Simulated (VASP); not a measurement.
# Sb2Se3 in VASP: further runs

The runs below take Sb2Se3 through single point, with PBE.

Everything below comes from runs of VASP 6.6.1. Logs are shortened: lines on timing, memory, paths and dates and some standing lists are left out, and cuts for length are marked.

**1. The cell of the first run**

It takes space group Cmmm (No. 65, orthorhombic). Conventional cell: a = 5.724 Å, b = 5.735 Å, c = 12.594 Å, α = 90.00°, β = 90.00°, γ = 90.00°. Sb (site symmetry mmm) has 4 Se at 2.86 to 2.87 Å within 3.8 Å. Within 3.2 Å of Sb (site symmetry mmm) lie 2 Se at 2.40 Å. Se (site symmetry mm2) has 1 Sb at 2.40 Å within 3.2 Å. Se (site symmetry mmm) has 4 Sb at 2.86 to 2.87 Å within 3.8 Å.

**2. Single point, PBE**

The input, INCAR:

```
ALGO = Normal ; EDIFF = 1E-6
ENCUT = 500 ; GGA = PE
GGA_COMPAT = F ; ISIF = 2
ISMEAR = 0 ; LASPH = T
LCHARG = F ; LREAL = F
LWAVE = F ; NBANDS = 22
NELM = 120 ; PREC = Accurate
SIGMA = 0.15
```

The input, KPOINTS:

```
k-points
0
Gamma
  3 3 1
```

The input, POSCAR:

```
Sb2Se3
1.0
    2.8618955816     -2.8676765881      0.0000000000
    2.8618955816      2.8676765881      0.0000000000
    0.0000000000      0.0000000000     12.5941099542
Sb Se
2 3
Direct
    0.5000000000      0.5000000000      0.5000000000
    0.0000000000      0.0000000000      0.0000000000
    0.0000000000      0.0000000000      0.8095701568
    0.0000000000      0.0000000000      0.1904298432
    0.0000000000      0.0000000000      0.5000000000
```

Potentials or basis: VASP PAW PBE potentials, release 64 (Sb, Se).

Started as:

```sh
> cat potpaw_PBE.64/Sb/POTCAR potpaw_PBE.64/Se/POTCAR > POTCAR
> mpirun -np 1 vasp_std > vasp.out
```

OUTCAR:

```text
EDIFF = 1E-6
   ENCUT = 500
   GGA = PE
   ISIF = 2
   ISMEAR = 0
   LASPH = T
   LREAL = F
   NELM = 120
   PREC = Accurate

 ion  position               nearest neighbor table
   1  0.500  0.500  0.500-   5 2.86   5 2.86   5 2.87   5 2.87
   2  0.000  0.000  0.000-   3 2.40   4 2.40
   3  0.000  0.000  0.810-   2 2.40
   4  0.000  0.000  0.190-   2 2.40
   5  0.000  0.000  0.500-   1 2.86   1 2.86   1 2.87   1 2.87

  LATTYP: Found a base centered orthorhombic cell.
 ALAT       =     5.7237911632
 B/A-ratio  =     1.0020199921
 C/A-ratio  =     2.2003091299

  Lattice vectors:

 A1 = (   2.8618955816,  -2.8676765881,   0.0000000000)
 A2 = (   2.8618955816,   2.8676765881,   0.0000000000)
 A3 = (   0.0000000000,   0.0000000000,  12.5941099542)

Analysis of symmetry for initial positions (statically):
=====================================================================
 Subroutine PRICEL returns:
 Original cell was already a primitive cell.

 Routine SETGRP: Setting up the symmetry group for a
 base centered orthorhombic supercell.

 Subroutine GETGRP returns: Found  8 space group operations
 (whereof  8 operations were pure point group operations)
 out of a pool of  8 trial point group operations.

The static configuration has the point symmetry D_2h.

Analysis of symmetry for dynamics (positions and initial velocities):
=====================================================================
 Subroutine PRICEL returns:
 Original cell was already a primitive cell.

 Routine SETGRP: Setting up the symmetry group for a
 base centered orthorhombic supercell.

 Subroutine GETGRP returns: Found  8 space group operations
 (whereof  8 operations were pure point group operations)
 out of a pool of  8 trial point group operations.

The dynamic configuration has the point symmetry D_2h.

 Subroutine INISYM returns: Found  8 space group operations
 (whereof  8 operations are pure point group operations),
 and found     1 'primitive' translations

----------------------------------------------------------------------------------------

                                     Primitive cell

  volume of cell :     206.7195

  direct lattice vectors                    reciprocal lattice vectors
     2.861895582 -2.867676588  0.000000000     0.174709379 -0.174357179  0.000000000
     2.861895582  2.867676588  0.000000000     0.174709379  0.174357179  0.000000000
     0.000000000  0.000000000 12.594109954     0.000000000  0.000000000  0.079402197

  length of vectors
     4.051421397  4.051421397 12.594109954     0.246827456  0.246827456  0.079402197

  position of ions in fractional coordinates (direct lattice)
     0.500000000  0.500000000  0.500000000
     0.000000000  0.000000000  0.000000000
     0.000000000  0.000000000  0.809570157
     0.000000000  0.000000000  0.190429843
     0.000000000  0.000000000  0.500000000

  ion indices of the primitive-cell ions
   primitive index   ion index
                 1           1
                 2           2
                 3           3
                 4           4
                 5           5

----------------------------------------------------------------------------------------

 KPOINTS: k-points

Automatic generation of k-mesh.
 Grid dimensions read from file:
 generate k-points for:    3    3    1

 Generating k-lattice:

  Cartesian coordinates                     Fractional coordinates (reciprocal lattice)
     0.058236460 -0.058119060  0.000000000     0.333333333  0.000000000  0.000000000
     0.058236460  0.058119060  0.000000000     0.000000000  0.333333333  0.000000000
     0.000000000  0.000000000  0.079402197     0.000000000  0.000000000  1.000000000

  Length of vectors
     0.082275819  0.082275819  0.079402197

  Shift w.r.t. Gamma in fractional coordinates (k-lattice)
     0.000000000  0.000000000  0.000000000

 Subroutine IBZKPT returns following result:
 ===========================================

 Found      4 irreducible k-points:

 Following reciprocal coordinates:
            Coordinates               Weight
  0.000000  0.000000  0.000000      1.000000
  0.333333  0.000000  0.000000      4.000000
  0.333333  0.333333  0.000000      2.000000
 -0.333333  0.333333  0.000000      2.000000
   k-points           NKPTS =      4   k-points in BZ     NKDIM =      4   number of bands    NBANDS=     22
   number of dos      NEDOS =    301   number of ions     NIONS =      5
   total plane-waves  NPLWV =  86400
   dimension x,y,z NGX =    30 NGY =   30 NGZ =   96
   dimension x,y,z NGXF=    60 NGYF=   60 NGZF=  192
   ions per type =               2   3
   NGX,Y,Z   is equivalent  to a cutoff of  12.31, 12.31, 12.67 a.u.
   NGXF,Y,Z  is equivalent  to a cutoff of  24.62, 24.62, 25.34 a.u.
 SYSTEM =  unknown system
   PREC   = accura    normal or accurate (medium, high low for compatibility)
   ISTART =      0    job   : 0-new  1-cont  2-samecut
   ICHARG =      2    charge: 1-file 2-atom 10-const
   ISPIN  =      1    spin polarized calculation?
   LNONCOLLINEAR =      F non collinear calculations
   LSORBIT =      F    spin-orbit coupling
   LASPH  =      T    aspherical Exc in radial PAW
   ENCUT  =  500.0 eV  36.75 Ry    6.06 a.u.   7.39  7.39 22.96*2*pi/ulx,y,z
   NELM   =    120;   NELMIN=  2; NELMDL= -5     # of ELM steps
   EDIFF  = 0.1E-05   stopping-criterion for ELM
   LREAL  =      F    real-space projection
   EDIFFG = 0.1E-04   stopping-criterion for IOM
   NSW    =      0    number of steps for IOM
   IBRION =     -1    ionic relax: 0-MD 1-quasi-New 2-CG
   NFREE  =      0    steps in history (QN), initial steepest desc. (CG)
   ISIF   =      2    stress and relaxation
   ISYM   =      2    0-nonsym 1-usesym 2-fastsym
   POTIM  = 0.5000    time-step for ionic-motion
   TEBEG  =    0.0;   TEEND  =   0.0 temperature during run
   PSTRESS=    0.0 pullay stress
   NELECT =      28.0000    total number of electrons
   NUPDOWN=      -1.0000    fix difference up-down
   EMIN   =  10.00;   EMAX   =-10.00  energy-range for DOS
   EFERMI =   0.00;   METHOD = LEGACY
   ISMEAR =     0;   SIGMA  =   0.15  broadening in eV -4-tet -1-fermi 0-gaus
   EFERMI_NEDOS =   21; number of points for ismear=-14 and -15
   IALGO  =     38    algorithm
   IMIX   =      4    mixing-type and parameters
     AMIX     =   0.40;   BMIX     =  1.00
     AMIX_MAG =   1.60;   BMIX_MAG =  1.00
  volume/ion in A,a.u.               =      41.34       279.00
  Fermi-wavevector in a.u.,A,eV,Ry     =   0.840750  1.588788  9.617429  0.706861
  Thomas-Fermi vector in A             =   1.955183
   LORBIT       =      0    0 simple, 1 ext, 2 COOP (PROOUT), +10 PAW based schemes
   GGA     = PE    functional components
   LHFCALC =     F    Hartree Fock is set to
   AEXX    =    0.0000 exact exchange contribution
   IVDW    =     0    specifies the selected vdW correction
   LEPSILON=     F    determine dielectric tensor
   LRPA    =     F    only Hartree local field effects (RPA)
 non-spin polarized calculation
 Gauss-broadening in eV      SIGMA  =   0.15
  energy-cutoff  :      500.00
  volume of cell :      206.72
 maximum number of plane-waves:      5285
 NGX is ok and might be reduce to    30
   NGX = 15   NGY = 15   NGZ = 45

 number of electron      28.0000001 magnetization

 Free energy of the ion-electron system (eV)
  ---------------------------------------------------
  ext. energy  EPLUGINS =         0.00000000
  ---------------------------------------------------
  free energy    TOTEN  =       -15.78384356 eV

  energy without entropy =      -15.65256515  energy(sigma->0) =      -15.71820436

 E-fermi :   1.5110     XC(G=0):  -7.3839

 val. band max:        1.4659177996   @ k =  -0.3333   0.3333   0.0000
 cond. band min:       1.5363032205   @ k =   0.3333   0.0000   0.0000
 fundamental gap:      0.0703854210
 Fermi energy:         1.5110163217

 k-point     1 :       0.0000    0.0000    0.0000
  band No.  band energies     occupation
      1     -12.5074      2.00000
      2     -11.8051      2.00000
      3     -11.2021      2.00000
      4      -7.1630      2.00000
      5      -5.7711      2.00000
      6      -2.9256      2.00000
[... 14 lines left out ...]
     21       5.7370      0.00000
     22       6.2054      0.00000

 k-point     2 :       0.3333    0.0000    0.0000
  band No.  band energies     occupation
      1     -11.9572      2.00000
      2     -11.6493      2.00000
      3     -11.0866      2.00000
      4      -7.7279      2.00000
      5      -6.9034      2.00000
      6      -2.6565      2.00000
[... 14 lines left out ...]
     21       7.1283      0.00000
     22       7.3159      0.00000

 k-point     3 :       0.3333    0.3333    0.0000
  band No.  band energies     occupation
      1     -11.5725      2.00000
      2     -11.4720      2.00000
      3     -10.9766      2.00000
      4      -7.5235      2.00000
      5      -6.6509      2.00000
      6      -3.8450      2.00000
[... 14 lines left out ...]
     21       6.5862      0.00000
     22       7.5286      0.00000

 k-point     4 :      -0.3333    0.3333    0.0000
  band No.  band energies     occupation
      1     -11.5743      2.00000
      2     -11.4733      2.00000
      3     -10.9767      2.00000
      4      -7.5081      2.00000
      5      -6.6512      2.00000
      6      -3.8545      2.00000
[... 14 lines left out ...]
     21       6.5929      0.00000
     22       7.5159      0.00000

------------------------ aborting loop because EDIFF is reached ----------------------------------------

  FORCE on cell =-STRESS in cart. coord.  units (eV):
  Direction    XX          YY          ZZ          XY          YZ          ZX
  --------------------------------------------------------------------------------------
  -------------------------------------------------------------------------------------
  Total       -0.0618074     -0.0910863      0.5624144      0.0000000      0.0000000      0.0000000
  in kB       -0.4790376     -0.7059637      4.3589870      0.0000000      0.0000000      0.0000000
  external PRESSURE =       1.0579952 kB  Pullay stress =       0.0000000 kB

 VOLUME and BASIS-vectors are now :
 -----------------------------------------------------------------------------
  energy-cutoff  :      500.00
  volume of cell :      206.72
      direct lattice vectors                 reciprocal lattice vectors
     2.861895582 -2.867676588  0.000000000     0.174709379 -0.174357179  0.000000000
     2.861895582  2.867676588  0.000000000     0.174709379  0.174357179  0.000000000
     0.000000000  0.000000000 12.594109954     0.000000000  0.000000000  0.079402197

 POSITION                                       TOTAL-FORCE (eV/Angst)
 -----------------------------------------------------------------------------------
      2.86190      0.00000      6.29705         0.000000     -0.000000      0.000000
      0.00000      0.00000      0.00000         0.000000      0.000000      0.000000
      0.00000      0.00000     10.19582        -0.000000      0.000000      0.014575
      0.00000      0.00000      2.39829         0.000000      0.000000     -0.014575
      0.00000      0.00000      6.29705         0.000000      0.000000      0.000000
 -----------------------------------------------------------------------------------
    total drift:                               -0.000000     -0.000000      0.000000

  FREE ENERGIE OF THE ION-ELECTRON SYSTEM (eV)
  ---------------------------------------------------
  free  energy   TOTEN  =       -15.7838435597 eV

  energy  without entropy=      -15.6525651509  energy(sigma->0) =      -15.71820436
```

It took 53 s on 1 thread of AMD EPYC 7R13, shared host; peak memory 0.24 GiB.

What came out:

```yaml
Free_energy: -15.7838 eV
Pressure: 0.1 GPa
Largest_force: 0.015 eV/Å
Band_gap_on_the_k_mesh: 0.07 eV, indirect (least direct gap 0.09 eV)
```

Forces in eV/Å, atoms in the order of the input:
```
Sb   0.000  0.000  0.000
Sb   0.000  0.000  0.000
Se   0.000  0.000  0.015
Se   0.000  0.000 -0.015
Se   0.000  0.000  0.000
```

Stress tensor (GPa, compression positive):
```
-0.05  0.00  0.00
 0.00 -0.07  0.00
 0.00  0.00  0.44
```

Caveat: the k points lie up to 0.52 Å⁻¹ apart; spin-orbit coupling is left out, which moves the levels of the heavy elements; this functional lacks dispersion, which binds the layers, so the pressure and a relaxed spacing across them are unreliable. A k mesh can miss the band edges.

**3. Single point, PBE**

This run uses another cell than the first one, of 31.36 Å³/atom, 0.758 times its volume.

The input, INCAR:

```
  PREC = Accurate
  ENCUT = 500
  EDIFF = 1E-6
  ISMEAR = 0
  SIGMA = 0.15
  LREAL = False
  LASPH = True
  NELM = 120
  ALGO = Normal
  ISIF = 2
  LWAVE = False
  LCHARG = False
  GGA = PE
  NBANDS = 22
  GGA_COMPAT = False
```

The input, KPOINTS:

```
Automatic mesh
0
Gamma
  3 3 2
```

The input, POSCAR:

```
Sb2Se3
1.0
    4.3369018035      0.0000000000      0.0000000000
    0.0000000000      4.3369018035      0.0000000000
    0.0000000000      0.0000000000      8.3357528982
Sb Se
2 3
Direct
    0.5000000000      0.5000000000      0.6833403431
    0.5000000000      0.5000000000      0.3166596569
    0.5000000000      0.5000000000      0.0000000000
    0.0000000000      0.0000000000      0.3562140904
    0.0000000000      0.0000000000      0.6437859096
```

Potentials or basis: VASP PAW PBE potentials, release 64 (Sb, Se).

Started as:

```sh
> cat potpaw_PBE.64/Sb/POTCAR potpaw_PBE.64/Se/POTCAR > POTCAR
> mpirun -np 1 vasp_std > vasp.out
```

Run time: 46 s. Hardware: 1 thread of AMD EPYC 7R13, shared host; peak memory 0.2 GiB.

The run converged. Its results:

```
Free energy            : -18.4250 eV
Pressure               : -0.1 GPa
Largest force          : 0.015 eV/Å
Band gap on the k mesh : zero (band 14 reaches 4.30 eV, above the bottom of band 15 at 3.54 eV)
```

Forces in eV/Å, atoms in the order of the input:
```
Sb   0.000  0.000 -0.002
Sb   0.000  0.000  0.002
Se   0.000  0.000  0.000
Se   0.000  0.000 -0.015
Se   0.000  0.000  0.015
```

Stress tensor (GPa, compression positive):
```
-0.10  0.00  0.00
 0.00 -0.10  0.00
 0.00  0.00  0.01
```

Levels at points of the mesh, in eV from the Fermi level:
```csv
k point,band 10,band 11,band 12,band 13,band 14,band 15,band 16,band 17,band 18,band 19
"(0.00, 0.00, 0.00)",-2.75,-2.32,-0.76,-0.76,-0.71,1.23,2.34,2.34,2.84,3.09
"(0.00, 0.00, 0.50)",-2.89,-2.89,-0.52,-0.52,0.37,1.85,1.85,2.90,3.22,3.62
```

Caveat: the k points lie up to 0.48 Å⁻¹ apart; spin-orbit coupling is left out, which moves the levels of the heavy elements.
